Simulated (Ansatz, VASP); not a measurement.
## Si2P3: VASP beside Ansatz

```
CELL_PARAMETERS angstrom
3.46576 0.00000 0.00000
-1.73288 3.00143 0.00000
0.00000 0.00000 7.77389
ATOMIC_POSITIONS crystal
Si 0.33333 0.66667 0.20042
Si 0.66667 0.33333 0.79958
P 0.00000 0.00000 0.00000
P 0.33333 0.66667 0.64491
P 0.66667 0.33333 0.35509
```

Alike in both runs: functional PBE; k mesh 12 × 12 × 6; occupations gaussian, width 0.1 eV; no spin polarisation.

Ansatz relaxed the structure, and its values are those at the end. VASP's run is a single point on that final structure, the one shown.

|  | VASP | Ansatz |
| --- | --- | --- |
| version | VASP 6.6.1 | Ansatz 0.2.0 |
| potentials or method | VASP PAW PBE potentials, release 64 (Si, P), cutoff 520 eV | scalar-relativistic, plane waves, PAW |
| valence electrons in the cell | 23 | 23 |

Ansatz gave:

* gap on the k mesh at the Fermi level (eV): none
* pressure (GPa): 0.0
* rms of the force components (eV/Å): 0.000

Q: Which values does VASP return?

A: gap on the k mesh at the Fermi level (eV): none; pressure (GPa): -0.1; rms of the force components (eV/Å): 0.009.

A gap of «none» marks a metal or a gap that the smearing closes. The functional is the same, so the differences come from potentials, cutoffs and numerics.
